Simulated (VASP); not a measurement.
# BP (pbe): single point with PBE

The system is BP (pbe).

```xyz
2
Lattice="0.0000 2.2969 2.2644 2.2969 0.0000 2.2644 2.2969 2.2969 0.0000" Properties=species:S:1:pos:R:3 pbc="T T T"
B     0.0000    0.0000    0.0000
P     1.1485    1.1485    1.1322
```

This cell differs from its parent crystal: strained cell.

```
Program                : VASP 6.6.1
Task                   : single point
Functional             : PBE
Potentials or basis    : VASP PAW PBE potentials, release 64 (B, P)
Cutoff                 : 500 eV
k mesh                 : 8 × 8 × 8
Occupations            : gaussian, width 0.02 eV
Spin                   : no spin polarisation
Dipole correction      : no
Further INCAR settings : ALGO = Normal; EDIFF = 1e-06; NBANDS = 11
```

* Pressure: -2.6 GPa
* Band gap on the k mesh: 1.09 eV, indirect (least direct gap 3.22 eV)

Stress tensor (GPa, compression positive):
```
-3.86  0.00  0.00
 0.00 -3.86  0.00
 0.00  0.00 -0.19
```

Levels at points of the mesh, in eV from the valence-band top:
| k point | band 2 | band 3 | band 4 | band 5 | band 6 | band 7 |
| --- | --- | --- | --- | --- | --- | --- |
| (0.00, 0.00, 0.00) | -0.14 | -0.14 | 0.00 | 3.22 | 3.31 | 3.31 |
| (0.50, 0.00, 0.00) | -8.96 | -1.91 | -1.73 | 3.53 | 4.54 | 4.70 |
| (0.50, 0.50, 0.00) | -8.47 | -4.22 | -4.22 | 1.18 | 1.46 | 11.82 |
| (0.50, 0.00, 0.50) | -8.60 | -4.09 | -4.06 | 1.34 | 1.66 | 11.68 |

Wall time 10 s on 1 thread of AMD EPYC 7R13 Processor (Zen 3), with other jobs on the host, peak memory 0.11 GiB.

Caveat: the cell differs from its parent crystal (strained cell). A k mesh can miss the band edges.
